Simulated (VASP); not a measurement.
Here is a VASP 6.6.1 calculation.

Contents of INCAR:

```
SYSTEM = MnO
PREC = Accurate
ENCUT = 600
EDIFF = 1E-6
ISMEAR = 0
SIGMA = 0.2
LREAL = .False.
LASPH = .True.
NELM = 200
ALGO = Normal
ISIF = 2
LWAVE = .False.
LCHARG = .False.
ISPIN = 2
MAGMOM = 5.2 0
LORBIT = 11
LMAXMIX = 4
LDAU = .True.
LDAUTYPE = 2
LDAUL = 2 -1
LDAUU = 4.5 0
LDAUJ = 0 0
LDAUPRINT = 1
GGA = PS
NBANDS = 20
GGA_COMPAT = .False.
```

Contents of KPOINTS:

```
regular mesh
0
Gamma
  5 5 5
  0 0 0
```

Contents of POSCAR:

```
MnO
1.0
    0.0000000000      2.2230000000      2.2230000000
    2.2230000000      0.0000000000      2.2230000000
    2.2230000000      2.2230000000      0.0000000000
Mn O
1 1
Direct
    0.0000000000      0.0000000000      0.0000000000
    0.5000000000      0.5000000000      0.5000000000
```

Potentials or basis: VASP PAW PBE potentials, release 64 (Mn_pv, O).

Run with:

```sh
$ cat potpaw_PBE.64/Mn_pv/POTCAR potpaw_PBE.64/O/POTCAR > POTCAR
$ mpirun -np 1 vasp_std > vasp.out
```

Question: Estimate the band gap on the k mesh.

Answer: 0.39 eV, indirect (least direct gap 2.58 eV).

Question: Estimate the net moment.

Answer: 5.00 μB per cell.

Question: Predict the pressure.

Answer: 1.4 GPa.

Eigenvalues of the final occupation matrices:
```tsv
site	spin	trace	eigenvalues
site 1 d	1	4.78	0.94 0.94 0.94 0.98 0.98
site 1 d	2	0.20	0.02 0.02 0.02 0.07 0.07
```

Caveat: the k points lie up to 0.49 Å⁻¹ apart; the PAW data sets were made with another functional, which shifts forces and pressure a little; a cell with one magnetic atom can't hold antiferromagnetic order, which such compounds often take. The state reached can hang on the start; a lower one may exist.
